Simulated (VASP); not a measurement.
A run of VASP 6.6.1 is set up as follows.

File INCAR:

```
SYSTEM = CoO
ALGO = Normal ; EDIFF = 1E-7
ENCUT = 520 ; GGA = PE
ISIF = 2 ; ISMEAR = 0
ISPIN = 2 ; LASPH = .TRUE.
LCHARG = .TRUE. ; LELF = .TRUE.
LMAXMIX = 4 ; LORBIT = 11
LREAL = .FALSE. ; LVHAR = .TRUE.
LWAVE = .FALSE. ; MAGMOM = 2.73 0.53
NBANDS = 18 ; NELM = 150
PREC = Accurate ; SIGMA = 0.1
```

File KPOINTS:

```
k-points
0
G
  8 8 8
  0 0 0
```

POSCAR

```
CoO
1.0
    2.6161540276      0.0000000000      0.0000000000
    0.0000000000      2.6161540276      0.0000000000
    0.0000000000      0.0000000000      2.6161540276
Co O
1 1
Direct
    0.0000000000      0.0000000000      0.0000000000
    0.5000000000      0.5000000000      0.5000000000
```

Potentials or basis: VASP PAW PBE potentials, release 64 (Co, O).

The run is started by

```bash
$ cat potpaw_PBE.64/Co/POTCAR potpaw_PBE.64/O/POTCAR > POTCAR
$ mpirun -np 1 vasp_std > vasp.out
```

Problem. What does it give for the band gap on the k mesh?

Solution. Zero (filled and empty bands overlap).

Problem. Estimate the net moment.

Solution. 3.00 μB per cell.

Caveat: a cell with one magnetic atom can't hold antiferromagnetic order, which such compounds often take; semilocal functionals often make such compounds metallic where correlation or magnetic order opens a gap, which also shifts bond lengths. With open d or f shells a metallic result of PBE can be an artefact of self-interaction; +U or a hybrid may open a gap.
